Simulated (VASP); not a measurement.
A run of VASP 6.6.1:

Contents of INCAR:

```
SYSTEM = K
PREC = Accurate ; ENCUT = 520
EDIFF = 1E-6 ; ISMEAR = -1
SIGMA = 0.15 ; LREAL = .FALSE.
LASPH = .TRUE. ; NELM = 60
ALGO = Fast ; ISIF = 2
LWAVE = .FALSE. ; LCHARG = .FALSE.
NBANDS = 10
```

The input KPOINTS:

```
Automatic mesh
0
G
  12 12 12
  0 0 0
```

The input POSCAR:

```
K
1.0
   -2.5247258096      2.5247258096      2.5247258096
    2.5247258096     -2.5247258096      2.5247258096
    2.5247258096      2.5247258096     -2.5247258096
K
1
Direct
    0.0000000000      0.0000000000      0.0000000000
```

Potentials or basis: VASP PAW LDA potentials, release 64 (K_sv).

Command:

```sh
$ cat potpaw_LDA.64/K_sv/POTCAR > POTCAR
$ mpirun -np 1 vasp_std > vasp.out
```

Hardware: 1 thread of Intel(R) Xeon(R) 6975P-C (Granite Rapids), on a shared host.

How long does it take, and how much memory?

Run time: 16 s on 1 thread of Intel(R) Xeon(R) 6975P-C (Granite Rapids) (shared host), peak memory 0.19 GiB. Counts: scf iterations 11, k points 72.
